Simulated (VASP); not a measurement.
# PbS (Fm-3m) in VASP: single point with HSE06

Aim: the single point of PbS with HSE06.

All numbers are computed with VASP 6.6.1; they aren't measurements. Logs are shortened: lines on timing, memory, paths and dates and some standing lists are left out, and cuts for length are marked.

## 1. The cell of the first run

It takes space group Fm-3m (No. 225, cubic). The conventional cell has a = 6.249 Å, b = 6.249 Å, c = 6.249 Å, α = 90.00°, β = 90.00°, γ = 90.00°. Pb (site symmetry m-3m) has 6 S at 3.12 Å within 4.1 Å. S (site symmetry m-3m) has 6 Pb at 3.12 Å within 4.1 Å.

## 2. Single point, HSE06 (strain +5.2%)

File POSCAR:

```
PbS
1.0
    0.0000000000      3.1247408230      3.1247408230
    3.1247408230      0.0000000000      3.1247408230
    3.1247408230      3.1247408230      0.0000000000
Pb S
1 1
Direct
    0.0000000000      0.0000000000      0.0000000000
    0.5000000000      0.5000000000      0.5000000000
```

File INCAR.step1:

```
  PREC = Accurate
  ENCUT = 520
  EDIFF = 1E-5
  ISMEAR = 0
  SIGMA = 0.01
  LREAL = False
  LASPH = True
  NELM = 100
  ALGO = Normal
  ISIF = 2
  LWAVE = True
  LCHARG = False
  GGA = PE
  NBANDS = 17
```

File INCAR.step2:

```
  PREC = Accurate
  ENCUT = 520
  EDIFF = 1E-7
  ISMEAR = 0
  SIGMA = 0.01
  LREAL = False
  LASPH = True
  NELM = 100
  ALGO = Normal
  ISIF = 2
  LWAVE = False
  LCHARG = False
  GGA = PE
  LHFCALC = True
  HFSCREEN = 0.2079
  PRECFOCK = Normal
  ISTART = 1
  NBANDS = 17
```

File KPOINTS:

```
regular mesh
0
Gamma
  6 6 6
```

Potentials or basis: VASP PAW PBE potentials, release 64 (Pb_d, S).

Command:

```
$ cat potpaw_PBE.64/Pb_d/POTCAR potpaw_PBE.64/S/POTCAR > POTCAR
$ cp INCAR.step1 INCAR
$ mpirun -np 1 vasp_std > vasp.out
$ cp INCAR.step2 INCAR
$ mpirun -np 1 vasp_std > vasp.out
```

OUTCAR:

```text
PREC = Accurate
   ENCUT = 520
   EDIFF = 1E-7
   ISMEAR = 0
   LREAL = False
   LASPH = True
   NELM = 100
   ISIF = 2
   GGA = PE
   LHFCALC = True
   HFSCREEN = 0.2079
   PRECFOCK = Normal
   ISTART = 1

 ion  position               nearest neighbor table
   1  0.000  0.000  0.000-   2 3.12   2 3.12   2 3.12   2 3.12   2 3.12   2 3.12
   2  0.500  0.500  0.500-   1 3.12   1 3.12   1 3.12   1 3.12   1 3.12   1 3.12

  LATTYP: Found a face centered cubic cell.
 ALAT       =     6.2494816460

  Lattice vectors:

 A1 = (   0.0000000000,   3.1247408230,   3.1247408230)
 A2 = (   3.1247408230,   0.0000000000,   3.1247408230)
 A3 = (   3.1247408230,   3.1247408230,   0.0000000000)

Analysis of symmetry for initial positions (statically):
=====================================================================
 Subroutine PRICEL returns:
 Original cell was already a primitive cell.

 Routine SETGRP: Setting up the symmetry group for a
 face centered cubic supercell.

 Subroutine GETGRP returns: Found 48 space group operations
 (whereof 48 operations were pure point group operations)
 out of a pool of 48 trial point group operations.

The static configuration has the point symmetry O_h .

Analysis of symmetry for dynamics (positions and initial velocities):
=====================================================================
 Subroutine PRICEL returns:
 Original cell was already a primitive cell.

 Routine SETGRP: Setting up the symmetry group for a
 face centered cubic supercell.

 Subroutine GETGRP returns: Found 48 space group operations
 (whereof 48 operations were pure point group operations)
 out of a pool of 48 trial point group operations.

The dynamic configuration has the point symmetry O_h .

 Subroutine INISYM returns: Found 48 space group operations
 (whereof 48 operations are pure point group operations),
 and found     1 'primitive' translations

----------------------------------------------------------------------------------------

                                     Primitive cell

  volume of cell :      61.0200

  direct lattice vectors                    reciprocal lattice vectors
     0.000000000  3.124740823  3.124740823    -0.160013271  0.160013271  0.160013271
     3.124740823  0.000000000  3.124740823     0.160013271 -0.160013271  0.160013271
     3.124740823  3.124740823  0.000000000     0.160013271  0.160013271 -0.160013271

  length of vectors
     4.419050851  4.419050851  4.419050851     0.277151115  0.277151115  0.277151115

  position of ions in fractional coordinates (direct lattice)
     0.000000000  0.000000000  0.000000000
     0.500000000  0.500000000  0.500000000

  ion indices of the primitive-cell ions
   primitive index   ion index
                 1           1
                 2           2

----------------------------------------------------------------------------------------

 KPOINTS: regular mesh

Automatic generation of k-mesh.
 Grid dimensions read from file:
 generate k-points for:    6    6    6

 Generating k-lattice:

  Cartesian coordinates                     Fractional coordinates (reciprocal lattice)
    -0.026668878  0.026668878  0.026668878     0.166666667  0.000000000  0.000000000
     0.026668878 -0.026668878  0.026668878     0.000000000  0.166666667  0.000000000
     0.026668878  0.026668878 -0.026668878     0.000000000  0.000000000  0.166666667

  Length of vectors
     0.046191853  0.046191853  0.046191853

  Shift w.r.t. Gamma in fractional coordinates (k-lattice)
     0.000000000  0.000000000  0.000000000

 Subroutine IBZKPT returns following result:
 ===========================================

 Found     16 irreducible k-points:

 Following reciprocal coordinates:
            Coordinates               Weight
  0.000000  0.000000  0.000000      1.000000
  0.166667  0.000000  0.000000      8.000000
  0.333333  0.000000  0.000000      8.000000
  0.500000  0.000000  0.000000      4.000000
  0.166667  0.166667  0.000000      6.000000
  0.333333  0.166667  0.000000     24.000000
[... 8 lines left out ...]
 -0.333333  0.333333  0.166667     24.000000
 -0.333333  0.500000  0.166667     12.000000
   k-points           NKPTS =     16   k-points in BZ     NKDIM =    216   number of bands    NBANDS=     17
   number of dos      NEDOS =    301   number of ions     NIONS =      2
   total plane-waves  NPLWV =  46656
   dimension x,y,z NGX =    36 NGY =   36 NGZ =   36
   dimension x,y,z NGXF=    72 NGYF=   72 NGZF=   72
   ions per type =               1   1
   NGX,Y,Z   is equivalent  to a cutoff of  13.54, 13.54, 13.54 a.u.
   NGXF,Y,Z  is equivalent  to a cutoff of  27.09, 27.09, 27.09 a.u.
 SYSTEM =  unknown system
   PREC   = accura    normal or accurate (medium, high low for compatibility)
   ISTART =      1    job   : 0-new  1-cont  2-samecut
   ICHARG =      0    charge: 1-file 2-atom 10-const
   ISPIN  =      1    spin polarized calculation?
   LNONCOLLINEAR =      F non collinear calculations
   LSORBIT =      F    spin-orbit coupling
   LASPH  =      T    aspherical Exc in radial PAW
   ENCUT  =  520.0 eV  38.22 Ry    6.18 a.u.   8.22  8.22  8.22*2*pi/ulx,y,z
   NELM   =    100;   NELMIN=  2; NELMDL=  0     # of ELM steps
   EDIFF  = 0.1E-06   stopping-criterion for ELM
   LREAL  =      F    real-space projection
   EDIFFG = 0.1E-05   stopping-criterion for IOM
   NSW    =      0    number of steps for IOM
   IBRION =     -1    ionic relax: 0-MD 1-quasi-New 2-CG
   NFREE  =      0    steps in history (QN), initial steepest desc. (CG)
   ISIF   =      2    stress and relaxation
   ISYM   =      3    0-nonsym 1-usesym 2-fastsym
   POTIM  = 0.5000    time-step for ionic-motion
   TEBEG  =    0.0;   TEEND  =   0.0 temperature during run
   PSTRESS=    0.0 pullay stress
   NELECT =      20.0000    total number of electrons
   NUPDOWN=      -1.0000    fix difference up-down
   EMIN   =  10.00;   EMAX   =-10.00  energy-range for DOS
   EFERMI =   0.00;   METHOD = LEGACY
   ISMEAR =     0;   SIGMA  =   0.01  broadening in eV -4-tet -1-fermi 0-gaus
   EFERMI_NEDOS =   21; number of points for ismear=-14 and -15
   IALGO  =     38    algorithm
   IMIX   =      1    mixing-type and parameters
     AMIX     =   0.40;   BMIX     =  1.00
     AMIX_MAG =   1.60;   BMIX_MAG =  1.00
  volume/ion in A,a.u.               =      30.51       205.89
  Fermi-wavevector in a.u.,A,eV,Ry     =   1.128741  2.133011 17.334577  1.274055
  Thomas-Fermi vector in A             =   2.265432
   LORBIT       =      0    0 simple, 1 ext, 2 COOP (PROOUT), +10 PAW based schemes
   GGA     = PE    functional components
   LHFCALC =     T    Hartree Fock is set to
   PRECFOCK=normal    Normal, Fast or Accurate (Low or Medium for compatibility)
   ENCUT4O =  -1.0   cutoff for four orbital integrals eV
   NKREDX  =     1    reduce k-point grid by
   NKREDY  =     1    reduce k-point grid by
   NKREDZ  =     1    reduce k-point grid by
   AEXX    =    0.2500 exact exchange contribution
   HFSCREEN=    0.2079 screening length (either q_TF or 0.3 A-1)
   HFSCREENC=   0.2079 screening length for correlation (either q_TF or 0.3 A-1)
   ENCUTFOCK=  -1.0 apply spherical cutoff to Coloumb kernel
   IVDW    =     0    specifies the selected vdW correction
   LEPSILON=     F    determine dielectric tensor
   LRPA    =     F    only Hartree local field effects (RPA)
 non-spin polarized calculation
 Gauss-broadening in eV      SIGMA  =   0.01
  energy-cutoff  :      520.00
  volume of cell :       61.02
 maximum number of plane-waves:      1676
 NGX is ok and might be reduce to    36
  NGX = 28; NGY = 28; NGZ = 28

 number of electron      19.9999999 magnetization

 Free energy of the ion-electron system (eV)
  ---------------------------------------------------
  ext. energy  EPLUGINS =         0.00000000
  ---------------------------------------------------
  free energy    TOTEN  =       -10.24430416 eV

  energy without entropy =      -10.24430416  energy(sigma->0) =      -10.24430416

 E-fermi :   3.5617     XC(G=0):  -7.4806

 val. band max:        3.4653603813   @ k =   0.5000   0.0000   0.0000
 cond. band min:       4.7899295966   @ k =   0.5000   0.0000   0.0000
 fundamental gap:      1.3245692154
 Fermi energy:         3.5616582281

 k-point     1 :       0.0000    0.0000    0.0000
  band No.  band energies     occupation
      1     -14.8145      2.00000
      2     -14.8145      2.00000
      3     -14.8145      2.00000
      4     -14.8035      2.00000
      5     -14.8035      2.00000
      6     -10.1506      2.00000
[... 9 lines left out ...]
     16      11.3902      0.00000
     17      12.6942      0.00000

 k-point     2 :       0.1667    0.0000    0.0000
  band No.  band energies     occupation
      1     -14.8137      2.00000
      2     -14.8128      2.00000
      3     -14.8128      2.00000
      4     -14.8037      2.00000
      5     -14.8037      2.00000
      6      -9.9597      2.00000
[... 9 lines left out ...]
     16      11.9546      0.00000
     17      14.3758      0.00000

 k-point     3 :       0.3333    0.0000    0.0000
  band No.  band energies     occupation
      1     -14.8194      2.00000
      2     -14.8194      2.00000
      3     -14.8121      2.00000
      4     -14.7940      2.00000
      5     -14.7940      2.00000
      6      -9.4986      2.00000
[... 9 lines left out ...]
     16      13.3569      0.00000
     17      16.0080      0.00000

 k-point     4 :       0.5000    0.0000    0.0000
  band No.  band energies     occupation
      1     -14.8236      2.00000
      2     -14.8236      2.00000
      3     -14.8115      2.00000
      4     -14.7882      2.00000
      5     -14.7882      2.00000
      6      -9.2033      2.00000
[... 9 lines left out ...]
     16      14.8876      0.00000
     17      14.8876      0.00000
[... 183 lines left out ...]
      1     -14.8421      2.00000
      2     -14.8144      2.00000
      3     -14.8075      2.00000
      4     -14.7919      2.00000
      5     -14.7910      2.00000
      6      -9.1790      2.00000
[... 9 lines left out ...]
     16      15.0546      0.00000
     17      15.1572      0.00000

 k-point    15 :      -0.3333    0.3333    0.1667
  band No.  band energies     occupation
      1     -14.8466      2.00000
      2     -14.8106      2.00000
      3     -14.8027      2.00000
      4     -14.8021      2.00000
      5     -14.7861      2.00000
      6      -8.9838      2.00000
[... 9 lines left out ...]
     16      16.0093      0.00000
     17      16.0119      0.00000

 k-point    16 :      -0.3333    0.5000    0.1667
  band No.  band energies     occupation
      1     -14.8619      2.00000
      2     -14.8164      2.00000
      3     -14.7993      2.00000
      4     -14.7940      2.00000
      5     -14.7824      2.00000
      6      -8.9151      2.00000
[... 9 lines left out ...]
     16      15.9406      0.00000
     17      17.0286      0.00000

------------------------ aborting loop because EDIFF is reached ----------------------------------------

  FORCE on cell =-STRESS in cart. coord.  units (eV):
  Direction    XX          YY          ZZ          XY          YZ          ZX
  --------------------------------------------------------------------------------------
  -------------------------------------------------------------------------------------
  Total       -2.2612272     -2.2612272     -2.2612272     -0.0000000      0.0000000     -0.0000000
  in kB      -59.3721521    -59.3721521    -59.3721521     -0.0000000      0.0000000     -0.0000000
  external PRESSURE =     -59.3721521 kB  Pullay stress =       0.0000000 kB

 VOLUME and BASIS-vectors are now :
 -----------------------------------------------------------------------------
  energy-cutoff  :      520.00
  volume of cell :       61.02
      direct lattice vectors                 reciprocal lattice vectors
     0.000000000  3.124740823  3.124740823    -0.160013271  0.160013271  0.160013271
     3.124740823  0.000000000  3.124740823     0.160013271 -0.160013271  0.160013271
     3.124740823  3.124740823  0.000000000     0.160013271  0.160013271 -0.160013271

 POSITION                                       TOTAL-FORCE (eV/Angst)
 -----------------------------------------------------------------------------------
      0.00000      0.00000      0.00000         0.000000     -0.000000     -0.000000
      3.12474      3.12474      3.12474        -0.000000      0.000000      0.000000
 -----------------------------------------------------------------------------------
    total drift:                                0.000000      0.000000      0.000000

  FREE ENERGIE OF THE ION-ELECTRON SYSTEM (eV)
  ---------------------------------------------------
  free  energy   TOTEN  =       -10.2443041640 eV

  energy  without entropy=      -10.2443041640  energy(sigma->0) =      -10.24430416
```

It took 2.3 h on 1 thread of Oxide Virtual Turin-like, shared host; peak memory 0.31 GiB.

Results:

- Free energy: -10.2443 eV
- Pressure: -5.9 GPa
- Band gap on the k mesh: 1.32 eV

Levels at points of the mesh, in eV from the valence-band top:
```
           k point  band 8  band 9  band 10  band 11  band 12  band 13
(0.00, 0.00, 0.00)   -1.61   -1.61    -1.61     5.71     5.71     5.71
(0.50, 0.00, 0.00)   -1.31   -1.31     0.00     1.32     2.93     2.93
(0.50, 0.50, 0.00)   -4.34   -2.75    -2.75     5.17     6.06     6.11
```

Caveat: the cell differs from its parent crystal (strain +5.2%); the cell stands under tension; the PAW data sets were made with another functional, which shifts forces and pressure a little; spin-orbit coupling is left out, which moves the levels of the heavy elements. A k mesh can miss the band edges.
